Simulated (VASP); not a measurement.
Set up this calculation in VASP 6.6.1, as the native input.

| Quantity | Value |
| --- | --- |
| Task | single point |
| Functional | PBEsol |
| Potentials or basis | VASP PAW PBE potentials, release 64 (Ir, O) |
| Cutoff | 600 eV |
| k mesh | 2 × 2 × 2 |
| Occupations | methfessel-paxton, width 0.1 eV |
| Spin | no spin polarisation |
| Dipole correction | no |
| Further INCAR settings | ALGO = Normal; EDIFF = 1e-06; NBANDS = 30 |

The structure of IrO2 lies in POSCAR:

```
IrO2
1.0
    4.5051000000      0.0000000000      0.0000000000
    0.0000000000      4.5051000000      0.0000000000
    0.0000000000      0.0000000000      3.1586000000
Ir O
2 4
Direct
    0.0000000000      0.0000000000      0.0000000000
    0.5000000000      0.5000000000      0.5000000000
    0.3077000000      0.3077000000      0.0000000000
    0.1923000000      0.8077000000      0.5000000000
    0.6923000000      0.6923000000      0.0000000000
    0.8077000000      0.1923000000      0.5000000000
```

These files were run (other wordings do the same):

INCAR

```
PREC = Accurate
ENCUT = 600
EDIFF = 1E-6
ISMEAR = 1
SIGMA = 0.1
LREAL = F
LASPH = T
NELM = 120
ALGO = Normal
ISIF = 2
LWAVE = F
LCHARG = F
GGA = PS
NBANDS = 30
GGA_COMPAT = F
```

KPOINTS

```
regular mesh
0
Gamma
  2 2 2
```

Potentials or basis: VASP PAW PBE potentials, release 64 (Ir, O).

Command:

```console
$ cat potpaw_PBE.64/Ir/POTCAR potpaw_PBE.64/O/POTCAR > POTCAR
$ mpirun -np 1 vasp_std > vasp.out
```

It gave:

| Quantity | Value |
| --- | --- |
| Pressure | -5.2 GPa |
| Largest force | 0.913 eV/Å |
| Band gap on the k mesh | zero (band 21 reaches 6.55 eV, above the bottom of band 22 at 5.49 eV) |

Caveat: the k points lie up to 0.99 Å⁻¹ apart; the PAW data sets were made with another functional, which shifts forces and pressure a little; spin-orbit coupling is left out, which moves the levels of the heavy elements.

Wall time 7.1 s on 1 thread of Intel(R) Xeon(R) 6975P-C (Granite Rapids), on a shared host, peak memory 0.18 GiB.
